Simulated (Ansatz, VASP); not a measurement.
One calculation of I, two programs

File INCAR:

```
PREC     = Accurate       # precision mode
ENCUT    = 520            # plane-wave cutoff, eV
EDIFF    = 1E-8           # SCF threshold, eV
ISMEAR   = -1             # smearing method
SIGMA    = 0.05           # smearing width, eV
LREAL    = F              # projectors in reciprocal space
LASPH    = T              # aspherical terms in the spheres
NELM     = 80             # most SCF steps
ALGO     = Normal         # electronic algorithm
ISIF     = 2              # what is computed and relaxed
LWAVE    = F              # write WAVECAR
LCHARG   = F              # write CHGCAR
GGA      = PE             # functional
LEFG     = T            
NBANDS   = 14             # bands
```

File KPOINTS:

```
Automatic mesh
0
Gamma
  15 15 8
```

Contents of POSCAR:

```
I
1.0
    4.2826825382      0.0000000000      0.0000000000
   -2.1413412691      3.7089118744      0.0000000000
    0.0000000000      0.0000000000      4.8828683242
I
2
Direct
    0.3333333333      0.6666666667      0.2500000000
    0.6666666667      0.3333333333      0.7500000000
```

Input for Ansatz:

```yaml
crystal:
  lattice:
    - [4.2826825382, 0.0, 0.0]
    - [-2.1413412691, 3.7089118744, 0.0]
    - [0.0, 0.0, 4.8828683242]
  atoms:
    - { symbol: I, position: [0.3333333333, 0.6666666667, 0.25] }
    - { symbol: I, position: [0.6666666667, 0.3333333333, 0.75] }
kpoints:
  mp_grid: { grid: [15, 15, 8] }
  band_path:
    path:
      - [0.0, 0.0, 0.0]
      - [0.5, 0.0, 0.0]
      - [0.3333333333, 0.3333333333, 0.0]
      - [0.0, 0.0, 0.0]
      - [0.0, 0.0, 0.5]
      - [0.5, 0.0, 0.5]
      - [0.3333333333, 0.3333333333, 0.5]
      - [0.0, 0.0, 0.5]
      - [0.5, 0.0, 0.5]
    npoints: 8
scf:
  occupations: { method: fermi_dirac, width: 0.05 }
hamiltonian:
  xc: pbe
  pseudopotentials: { kind: all_electron, datasets: crystal }
output:
  forces: true
  stress: true
  eigenvalues: true
  efg: { contact_densities: true }
```

Alike in both runs: task electric field gradients; functional PBE; k mesh 15 × 15 × 8; occupations fermi-dirac, width 0.05 eV; no spin polarisation.

|  | VASP | Ansatz |
| --- | --- | --- |
| version | VASP 6.6.1 | Ansatz 0.2.0 |
| potentials or method | VASP PAW PBE potentials, release 64 (I), cutoff 520 eV | all-electron PAW with datasets made for the crystal, scalar-relativistic |

```csv
,VASP,Ansatz,Ansatz less VASP
pressure (GPa),0.0,0.0,+0.02
size of Vzz on the site where it differs most (V/Å²),405.8,420.0,+14.23
```

Ansatz ran all-electron here, and VASP with PAW potentials.

Neither program's run includes spin-orbit coupling.
